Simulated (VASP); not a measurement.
InP, 2 atoms in the cell. The structure is cubic, space group F-43m (No. 216). The conventional cell has a = 5.827 Å, b = 5.827 Å, c = 5.827 Å, α = 90.00°, β = 90.00°, γ = 90.00°. In (site symmetry -43m) has 4 P at 2.52 Å within 3.3 Å. P (site symmetry -43m) has 4 In at 2.52 Å within 3.3 Å. 

| Item | Value |
| --- | --- |
| Program | VASP 6.6.1 |
| Task | vibrations by perturbation theory |
| Functional | LDA |
| Potentials or basis | VASP PAW LDA potentials, release 64 (In_d, P) |
| Cutoff | 500 eV |
| k mesh | 8 × 8 × 8 |
| Occupations | gaussian, width 0.01 eV |
| Spin | no spin polarisation |
| Dipole correction | no |
| Further INCAR settings | ALGO = Normal; EDIFF = 1e-08; IBRION = 8; NSW = 1 |

Potentials or basis: VASP PAW LDA potentials, release 64 (In_d, P).

Command:

```console
$ cat potpaw_LDA.64/In_d/POTCAR potpaw_LDA.64/P/POTCAR > POTCAR
$ mpirun -np 1 vasp_std > vasp.out
```

Hardware: 1 thread of AMD EPYC 7R43 64-Core Processor (Zen 3), on a shared host.

Q: Estimate the wall time of this run.

A: Run time: 15 min on 1 thread of AMD EPYC 7R43 64-Core Processor (Zen 3) (shared host), peak memory 0.25 GiB. Counts: scf iterations 210, k points 29.
